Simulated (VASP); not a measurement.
# FeCo3 (Pm-3m) in VASP: notebook, part 2 of 2

VASP 6.6.1. Earlier steps stand in the parts before.

## (5) Single point, PBEsol

This run uses another cell than the first one, of 11.05 Å³/atom.

File INCAR:

```
SYSTEM = FeCo3
  ALGO = Fast
  EDIFF = 1E-6
  ENCUT = 520
  GGA = PS
  ISIF = 2
  ISMEAR = 0
  LASPH = .TRUE.
  LCHARG = .FALSE.
  LREAL = .FALSE.
  LWAVE = .FALSE.
  NBANDS = 26
  NELM = 100
  PREC = Accurate
  SIGMA = 0.1
```

File KPOINTS:

```
k-points
0
G
  12 12 12
  0 0 0
```

File POSCAR:

```
FeCo3
1.0
    3.5357026200      0.0000000000      0.0000000000
    0.0000000000      3.5357026200      0.0000000000
    0.0000000000      0.0000000000      3.5357026200
Fe Co
1 3
Direct
    0.0000000000      0.0000000000      0.0000000000
    0.5000000000      0.5000000000      0.0000000000
    0.5000000000      0.0000000000      0.5000000000
    0.0000000000      0.5000000000      0.5000000000
```

Run with:

```console
$ cat potpaw_PBE.64/Fe/POTCAR potpaw_PBE.64/Co/POTCAR > POTCAR
$ mpirun -np 1 vasp_std > vasp.out
```

It took 46 s on 1 thread of Intel Xeon 6975P-C (Granite Rapids), shared host; peak memory 0.21 GiB.

Results (log left out):

```
Free energy            : -31.1830 eV
Pressure               : -25.9 GPa
Band gap on the k mesh : zero (an odd number of electrons rules out a gap without spin polarisation)
```

Levels at points of the mesh, in eV from the Fermi level:
| k point | band 14 | band 15 | band 16 | band 17 | band 18 | band 19 | band 20 | band 21 | band 22 | band 23 |
| --- | --- | --- | --- | --- | --- | --- | --- | --- | --- | --- |
| (0.00, 0.00, 0.00) | 0.45 | 0.45 | 0.45 | 0.51 | 0.51 | 0.80 | 0.80 | 0.80 | 2.74 | 2.74 |
| (0.50, 0.00, 0.00) | -0.85 | -0.67 | -0.60 | -0.60 | -0.35 | -0.16 | 0.11 | 0.46 | 0.80 | 8.37 |
| (0.50, 0.50, 0.00) | -1.07 | -1.07 | -0.65 | -0.62 | -0.61 | -0.34 | -0.34 | 1.81 | 1.81 | 2.12 |
| (0.50, 0.50, 0.50) | -0.02 | -0.02 | -0.02 | 0.25 | 0.25 | 0.25 | 0.52 | 0.52 | 0.52 | 0.52 |

Caveat: the cell stands under tension; the PAW data sets were made with another functional, which shifts forces and pressure a little; the run has no spin polarisation, though such a crystal can be magnetic.

## (6) Single point, PBEsol

This run uses another cell than the first one, of 11.49 Å³/atom.

File INCAR:

```
ALGO = Normal
EDIFF = 1E-6
ENCUT = 520
GGA = PS
ISIF = 2
ISMEAR = 0
LASPH = T
LCHARG = F
LREAL = F
LWAVE = F
NBANDS = 26
NELM = 80
PREC = Accurate
SIGMA = 0.1
```

File KPOINTS:

```
k-points
0
Gamma
  12 12 12
```

File POSCAR:

```
FeCo3
1.0
    3.5822303586      0.0000000000      0.0000000000
    0.0000000000      3.5822303586      0.0000000000
    0.0000000000      0.0000000000      3.5822303586
Fe Co
1 3
Direct
    0.0000000000      0.0000000000      0.0000000000
    0.5000000000      0.5000000000      0.0000000000
    0.5000000000      0.0000000000      0.5000000000
    0.0000000000      0.5000000000      0.5000000000
```

Potentials or basis: VASP PAW PBE potentials, release 64 (Fe, Co).

Run with:

```console
$ cat potpaw_PBE.64/Fe/POTCAR potpaw_PBE.64/Co/POTCAR > POTCAR
$ mpirun -np 1 vasp_std > vasp.out
```

OUTCAR:

```text
EDIFF = 1E-6
   ENCUT = 520
   GGA = PS
   ISIF = 2
   ISMEAR = 0
   LASPH = T
   LREAL = F
   NELM = 80
   PREC = Accurate

 ion  position               nearest neighbor table
   1  0.000  0.000  0.000-   2 2.53   3 2.53   4 2.53   3 2.53   4 2.53   2 2.53   4 2.53   4 2.53
                             2 2.53   3 2.53   3 2.53   2 2.53
   2  0.500  0.500  0.000-   1 2.53   3 2.53   4 2.53   3 2.53   4 2.53   1 2.53   3 2.53   3 2.53
                             1 2.53   4 2.53   4 2.53   1 2.53
   3  0.500  0.000  0.500-   1 2.53   2 2.53   4 2.53   1 2.53   2 2.53   2 2.53   4 2.53   2 2.53
                             1 2.53   4 2.53   1 2.53   4 2.53
   4  0.000  0.500  0.500-   1 2.53   2 2.53   3 2.53   1 2.53   2 2.53   1 2.53   3 2.53   1 2.53
                             2 2.53   3 2.53   2 2.53   3 2.53

  LATTYP: Found a simple cubic cell.
 ALAT       =     3.5822303586

  Lattice vectors:

 A1 = (   3.5822303586,   0.0000000000,   0.0000000000)
[... 178 lines left out ...]
  free energy    TOTEN  =       -30.86312107 eV

  energy without entropy =      -30.81475910  energy(sigma->0) =      -30.83894008

 E-fermi :   8.1992     XC(G=0): -13.2607

 val. band max:        8.1979873241   @ k =   0.4167   0.3333   0.0833
 cond. band min:       8.2034818653   @ k =   0.5000   0.4167   0.1667
 fundamental gap:      0.0054945412
 Fermi energy:         8.1991572340

 k-point     1 :       0.0000    0.0000    0.0000
  band No.  band energies     occupation
      1      -0.2111      2.00000
      2       3.9835      2.00000
      3       3.9835      2.00000
      4       4.0523      2.00000
      5       4.6015      2.00000
      6       4.6015      2.00000
[... 685 lines left out ...]
     25      17.0793      0.00000
     26      19.3002      0.00000

 [... further k-points ...]

------------------------ aborting loop because EDIFF is reached ----------------------------------------

  FORCE on cell =-STRESS in cart. coord.  units (eV):
  Direction    XX          YY          ZZ          XY          YZ          ZX
  --------------------------------------------------------------------------------------
  -------------------------------------------------------------------------------------
  Total       -9.1014407     -9.1014407     -9.1014407     -0.0000000      0.0000000     -0.0000000
  in kB     -317.2197325   -317.2197325   -317.2197325     -0.0000000      0.0000000     -0.0000000
  external PRESSURE =    -317.2197325 kB  Pullay stress =       0.0000000 kB

 VOLUME and BASIS-vectors are now :
 -----------------------------------------------------------------------------
  energy-cutoff  :      520.00
  volume of cell :       45.97
      direct lattice vectors                 reciprocal lattice vectors
     3.582230359  0.000000000  0.000000000     0.279155693  0.000000000  0.000000000
     0.000000000  3.582230359  0.000000000     0.000000000  0.279155693  0.000000000
     0.000000000  0.000000000  3.582230359     0.000000000  0.000000000  0.279155693

 POSITION                                       TOTAL-FORCE (eV/Angst)
 -----------------------------------------------------------------------------------
      0.00000      0.00000      0.00000         0.000000      0.000000      0.000000
      1.79112      1.79112      0.00000         0.000000      0.000000      0.000000
      1.79112      0.00000      1.79112         0.000000      0.000000      0.000000
      0.00000      1.79112      1.79112         0.000000      0.000000      0.000000
 -----------------------------------------------------------------------------------
    total drift:                                0.000000      0.000000      0.000000

  FREE ENERGIE OF THE ION-ELECTRON SYSTEM (eV)
  ---------------------------------------------------
  free  energy   TOTEN  =       -30.8631210680 eV

  energy  without entropy=      -30.8147591010  energy(sigma->0) =      -30.83894008
```

stdout:

```text
POSCAR found type information on POSCAR FeCo
 POSCAR found :  2 types and       4 ions
 scaLAPACK will be used
 -----------------------------------------------------------------------------
|                                                                             |
|                                                                             |
|     You enforced a specific xc type in the INCAR file but a different       |
|     I HOPE YOU KNOW WHAT YOU ARE DOING!                                     |
|                                                                             |
 -----------------------------------------------------------------------------

 LDA part: xc-table for (Slater+PW92), standard interpolation
 POSCAR, INCAR and KPOINTS ok, starting setup
 FFT: planning ... GRIDC
 FFT: planning ... GRID_SOFT
 FFT: planning ... GRID
 WAVECAR not read
 entering main loop
```

It took 40 s on 1 thread of Intel Xeon 6975P-C (Granite Rapids), shared host; peak memory 0.22 GiB.

What came out:

```yaml
Free_energy: -30.8631 eV
Pressure: -31.7 GPa
Band_gap_on_the_k_mesh: zero (an odd number of electrons rules out a gap without spin polarisation)
```

Levels at points of the mesh, in eV from the Fermi level:
| k point | band 15 | band 16 | band 17 | band 18 | band 19 | band 20 | band 21 | band 22 |
| --- | --- | --- | --- | --- | --- | --- | --- | --- |
| (0.00, 0.00, 0.00) | 0.43 | 0.43 | 0.48 | 0.48 | 0.75 | 0.75 | 0.75 | 2.69 |
| (0.50, 0.00, 0.00) | -0.63 | -0.57 | -0.57 | -0.33 | -0.15 | 0.10 | 0.43 | 0.75 |
| (0.50, 0.50, 0.00) | -1.00 | -0.61 | -0.59 | -0.57 | -0.32 | -0.32 | 1.72 | 1.72 |
| (0.50, 0.50, 0.50) | 0.02 | 0.02 | 0.23 | 0.23 | 0.23 | 0.49 | 0.49 | 0.49 |

Caveat: the cell stands under tension; the PAW data sets were made with another functional, which shifts forces and pressure a little; the run has no spin polarisation, though such a crystal can be magnetic.

## (7) The runs side by side

```tsv
cell	gap on the mesh (eV)	pressure (GPa)
a = 3.439 Å, 4 atoms	none	-8.7
a = 3.488 Å, 4 atoms	none	-18.5
a = 3.536 Å, 4 atoms	none	-25.9
a = 3.582 Å, 4 atoms	none	-31.7
```

Alike in all rows: task single point; level PBEsol; potentials or basis VASP PAW PBE potentials, release 64 (Fe, Co); no spin polarisation; k mesh 12 × 12 × 12; cutoff (eV) 520; smearing gaussian 0.1 eV.

Caveats: the cell stands under tension; the PAW data sets were made with another functional, which shifts forces and pressure a little; the run has no spin polarisation, though such a crystal can be magnetic.

Absolute energies hang on the potentials; compare differences alone.
